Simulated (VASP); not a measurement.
Write the native input for VASP 6.6.1 that does the following.

```yaml
Task: single point
Functional: PBE
Potentials_or_basis: VASP PAW PBE potentials, release 64 (Ti_sv)
Cutoff: 520 eV
k_mesh: 12 × 12 × 4
Occupations: fermi-dirac, width 0.05 eV
Spin: collinear spin, ferromagnetic start
Starting_moments: "[1.0, 1.0, 1.0, 1.0] μB"
Dipole_correction: no
Further_INCAR_settings: ALGO = Normal; EDIFF = 1e-06; NBANDS = 36
```

The structure of Ti lies in POSCAR:

```
Ti
1.0
    2.9353115527      0.0000000000      0.0000000000
   -1.4676557763      2.5420543727      0.0000000000
    0.0000000000      0.0000000000      9.3706249295
Ti
4
Direct
    0.0000000000      1.0000000000      0.0000000000
    0.0000000000      1.0000000000      0.5000000000
    0.3333333333      0.6666666667      0.2500000000
    0.6666666667      0.3333333333      0.7500000000
```

The input as run:

INCAR

```
  ALGO = Normal
  EDIFF = 1E-6
  ENCUT = 520
  GGA = PE
  ISIF = 2
  ISMEAR = -1
  ISPIN = 2
  LASPH = True
  LCHARG = False
  LMAXMIX = 4
  LORBIT = 11
  LREAL = False
  LWAVE = False
  MAGMOM = 1 1 1 1
  NBANDS = 36
  NELM = 150
  PREC = Accurate
  SIGMA = 0.05
```

KPOINTS

```
k-points
0
Gamma
  12 12 4
```

Potentials or basis: VASP PAW PBE potentials, release 64 (Ti_sv).

Run with:

```console
$ cat potpaw_PBE.64/Ti_sv/POTCAR > POTCAR
$ mpirun -np 1 vasp_std > vasp.out
```

It gave:

```yaml
Pressure: -0.2 GPa
Band_gap_on_the_k_mesh: zero (filled and empty bands overlap)
Net_moment: 0.00 μB per cell
Valence_electrons_inside_the_program's_atomic_spheres: Ti 10.24
```

Wall time 4.7 min on 1 thread of Intel(R) Xeon(R) Platinum 8259CL CPU @ 2.50GHz (Skylake/Cascade Lake) (shared host), peak memory 0.34 GiB.
